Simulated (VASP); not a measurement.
Set up this calculation in VASP 6.6.1, as the native input.

| Property | Result |
| --- | --- |
| Task | electric field gradients |
| Functional | PBEsol |
| Potentials or basis | VASP PAW PBE potentials, release 64 (Ti_sv, C) |
| Cutoff | 520 eV |
| k mesh | 16 × 16 × 16 |
| Occupations | fermi-dirac, width 0.03 eV |
| Spin | no spin polarisation |
| Dipole correction | no |
| Further INCAR settings | ALGO = Normal; EDIFF = 1e-08; NBANDS = 15 |

The structure of TiC lies in POSCAR:

```
TiC
1.0
    0.0000000000      2.1783315435      2.1783315435
    2.1783315435      0.0000000000      2.1783315435
    2.1783315435      2.1783315435      0.0000000000
Ti C
1 1
Direct
    0.0000000000      0.0000000000      0.0000000000
    0.5000000000      0.5000000000      0.5000000000
```

One way to write it, as run:

INCAR

```
SYSTEM = TiC
PREC = Accurate ; ENCUT = 520
EDIFF = 1E-8 ; ISMEAR = -1
SIGMA = 0.03 ; LREAL = .False.
LASPH = .True. ; NELM = 60
ALGO = Normal ; ISIF = 2
LWAVE = .False. ; LCHARG = .False.
GGA = PS ; LEFG = .True.
NBANDS = 15
```

KPOINTS

```
regular mesh
0
Gamma
  16 16 16
  0 0 0
```

Potentials or basis: VASP PAW PBE potentials, release 64 (Ti_sv, C).

Run with:

```console
$ cat potpaw_PBE.64/Ti_sv/POTCAR potpaw_PBE.64/C/POTCAR > POTCAR
$ mpirun -np 1 vasp_std > vasp.out
```

It gave:

```
Pressure                                : -10.5 GPa
Band gap on the k mesh                  : zero (bands 8 and 9 overlap by 1.06 eV)
Largest electric field gradient by atom : under 0.05 V/Å² on every atom
```

Caveat: the cell stands under tension; the PAW data sets were made with another functional, which shifts forces and pressure a little.

Wall time 61 s on 1 thread of Intel Xeon 8259CL (shared host), peak memory 0.17 GiB.
